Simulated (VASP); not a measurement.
Write the native input for VASP 6.6.1 that does the following.

- Task: single point
- Functional: PBE
- Potentials or basis: VASP PAW PBE potentials, release 64 (Al)
- Cutoff: 520 eV
- k mesh: 8 × 4 × 4
- Occupations: gaussian, width 0.2 eV
- Spin: no spin polarisation
- Dipole correction: no
- Further INCAR settings: ALGO = Normal; EDIFF = 1e-07; NBANDS = 14

The structure of Al lies in POSCAR:

```
Al
1.0
    0.0001351755     -2.8168634972     -0.0700187383
   -5.0892864575      0.0005223854      0.0053401731
   -0.0021120758     -0.1550410279     -4.6716914330
Al
4
Direct
   -0.2491053730     -0.0870102231     -0.0002805678
    1.2498429878      0.0869375993      0.5002041025
    1.2498531974      0.4130292247     -0.0002275680
    0.7494091877      0.5870433990      0.5003040333
```

The input as run:

INCAR

```
  PREC = Accurate
  ENCUT = 520
  EDIFF = 1E-7
  ISMEAR = 0
  SIGMA = 0.2
  LREAL = F
  LASPH = T
  NELM = 100
  ALGO = Normal
  ISIF = 2
  LWAVE = F
  LCHARG = F
  GGA = PE
  NBANDS = 14
```

KPOINTS

```
regular mesh
0
Gamma
  8 4 4
```

Potentials or basis: VASP PAW PBE potentials, release 64 (Al).

Run with:

```sh
$ cat potpaw_PBE.64/Al/POTCAR > POTCAR
$ mpirun -np 1 vasp_std > vasp.out
```

Results of the run:

```
Pressure               : 0.0 GPa
Largest force          : 0.016 eV/Å
Band gap on the k mesh : zero (band 6 reaches 10.88 eV, above the bottom of band 7 at 5.19 eV)
```

Run time: 18 s on 1 thread of Intel(R) Xeon(R) 6975P-C (Granite Rapids), with other jobs on the host, peak memory 0.19 GiB.
